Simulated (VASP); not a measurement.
Wanted: the native input for a VASP 6.6.1 run.

```yaml
Task: single point
Functional: r2SCAN
Potentials_or_basis: VASP PAW PBE potentials, release 64 (Ti_sv, O)
Cutoff: 520 eV
k_mesh: 8 × 8 × 8
Occupations: gaussian, width 0.01 eV
Spin: no spin polarisation
Dipole_correction: no
Further_INCAR_settings: ALGO = Normal; EDIFF = 1e-07; NBANDS = 19
```

TiO2:

```xyz
3
Lattice="0.0000 2.3726 2.3726 2.3726 0.0000 2.3726 2.3726 2.3726 0.0000" Properties=species:S:1:pos:R:3 pbc="T T T"
Ti    0.0000    0.0000    0.0000
O     1.1863    1.1863    1.1863
O     3.5589    3.5589    3.5589
```

This cell differs from its parent crystal: volume changed by -3%.

One way to write it, as run:

POSCAR

```
TiO2
1.0
    0.0000000000      2.3726152241      2.3726152241
    2.3726152241      0.0000000000      2.3726152241
    2.3726152241      2.3726152241      0.0000000000
Ti O
1 2
Direct
    0.0000000000      0.0000000000      0.0000000000
    0.2500000000      0.2500000000      0.2500000000
    0.7500000000      0.7500000000      0.7500000000
```

INCAR.step1

```
ALGO = Normal ; EDIFF = 1E-4
ENCUT = 520 ; GGA = PE
ISMEAR = 0 ; LASPH = T
LCHARG = F ; LREAL = F
LWAVE = T ; NBANDS = 19
NELM = 60 ; PREC = Accurate
SIGMA = 0.01
```

INCAR.step2

```
ALGO = Normal ; EDIFF = 1E-7
ENCUT = 520 ; ISIF = 2
ISMEAR = 0 ; ISTART = 1
LASPH = T ; LCHARG = F
LMIXTAU = T ; LREAL = F
LWAVE = F ; METAGGA = R2SCAN
NBANDS = 19 ; NELM = 60
PREC = Accurate ; SIGMA = 0.01
```

KPOINTS

```
k-points
0
Gamma
  8 8 8
```

Potentials or basis: VASP PAW PBE potentials, release 64 (Ti_sv, O).

Command:

```sh
$ cat potpaw_PBE.64/Ti_sv/POTCAR potpaw_PBE.64/O/POTCAR > POTCAR
$ cp INCAR.step1 INCAR
$ mpirun -np 1 vasp_std > vasp.out
$ cp INCAR.step2 INCAR
$ mpirun -np 1 vasp_std > vasp.out
```

It gave:

| Property | Result |
| --- | --- |
| Pressure | 10.7 GPa |
| Band gap on the k mesh | 1.58 eV, indirect (least direct gap 2.32 eV) |

Caveat: the PAW data sets were made with another functional, which shifts forces and pressure a little.

It took 110 s on 1 thread of Intel(R) Xeon(R) Platinum 8488C (Sapphire Rapids) (shared host), peak memory 0.17 GiB.
